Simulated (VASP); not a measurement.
Input of a VASP 6.6.1 run:

Contents of INCAR:

```
  PREC = Accurate
  ENCUT = 520
  EDIFF = 1E-6
  ISMEAR = -1
  SIGMA = 0.05
  LREAL = F
  LASPH = T
  NELM = 100
  ALGO = Fast
  ISIF = 2
  LWAVE = F
  LCHARG = F
  GGA = PS
  NBANDS = 25
```

File KPOINTS:

```
Automatic mesh
0
Gamma
  12 12 4
```

POSCAR

```
Zn
1.0
    2.2943399138     -1.3538504135      0.0000000000
    2.2420004334      1.2631236065      0.0000000000
   -1.5917165425      0.0318343308      7.3004081919
Zn
3
Direct
    0.7780178600      0.7780178600      0.3345049800
    0.2219821400      0.2219821400      0.6654950200
    0.0000000000      0.0000000000      0.0000000000
```

Potentials or basis: VASP PAW PBE potentials, release 64 (Zn).

The run is started by

```bash
$ cat potpaw_PBE.64/Zn/POTCAR > POTCAR
$ mpirun -np 1 vasp_std > vasp.out
```

Estimate the band gap on the k mesh.

zero (bands 18 and 19 overlap by 4.42 eV).

Predict the pressure.

-0.8 GPa.

Predict the largest force.

0.016 eV/Å.

Stress tensor (GPa, compression positive):
```
-1.17  1.56 -0.01
 1.56 -2.33 -0.36
-0.01 -0.36  1.08
```

Caveat: the PAW data sets were made with another functional, which shifts forces and pressure a little.
